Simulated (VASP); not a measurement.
The system is AlInAsP3.

```
Al In P As
1.0
     5.53931    0.00000    0.00000
    -2.76966    4.79719    0.00000
     0.00000    0.00000    5.16753
Al In P As
1 1 3 1
Direct
  0.66667 0.33333 0.00000
  0.00000 0.00000 0.00000
  0.59630 0.79815 0.50000
  0.20185 0.79815 0.50000
  0.20185 0.40370 0.50000
  0.33333 0.66667 0.00000
```

The cell was built from a structure type or drawn by symmetry, and may not be a known phase.

```yaml
Program: VASP 6.6.1
Task: relaxation of cell and atoms
Functional: PBE
Potentials_or_basis: VASP PAW PBE potentials, release 64 (Al, In_d, P, As)
Cutoff: 500 eV
k_mesh: 6 × 6 × 4
Occupations: gaussian, width 0.1 eV
Spin: no spin polarisation
```

At the start: pressure -0.1 GPa; volume 22.89 Å³/atom.

**Question.** How do energy, volume and symmetry change on relaxing?

**Answer.** Over 12 steps the energy falls by 12.4 meV/atom and the volume is 21.81 Å³/atom (-4.7 %); space group P-6m2 (No. 187, to 0.1 Å) before and after.

Step by step:
| step | energy change (eV) | largest force (eV/Å) | pressure (GPa) | volume (Å³) |
| --- | --- | --- | --- | --- |
| 1 | 0.0000 | 0.0705 | -0.14 | 137.32 |
| 2 | -0.0246 | 0.4948 | 0.24 | 136.89 |
| 3 | -0.0247 | 0.5302 | 0.26 | 136.86 |
| 4 | -0.0426 | 0.3164 | -0.37 | 137.06 |
| 5 | -0.0494 | 0.0830 | -1.07 | 137.27 |
| 6 | -0.0616 | 0.0580 | -0.82 | 135.31 |
| 7 | -0.0725 | 0.0192 | -0.24 | 131.56 |
| 8 | -0.0725 | 0.0167 | -0.20 | 131.31 |
| 9 | -0.0742 | 0.0400 | -0.12 | 131.05 |
| 10 | -0.0742 | 0.0469 | -0.11 | 131.02 |
| 11 | -0.0742 | 0.0494 | 0.13 | 130.70 |
| 12 | -0.0743 | 0.0004 | 0.01 | 130.86 |

Final structure:
```
Al In P As
1.0
     5.32842    0.00000    0.00000
    -2.66421    4.61455    0.00000
     0.00000    0.00000    5.32217
Al In P As
1 1 3 1
Cartesian
  2.6642 1.5382 0.0000
  0.0000 0.0000 0.0000
  1.0967 3.7095 2.6611
  -1.0967 3.7095 2.6611
  0.0000 1.8100 2.6611
  0.0000 3.0764 0.0000
```
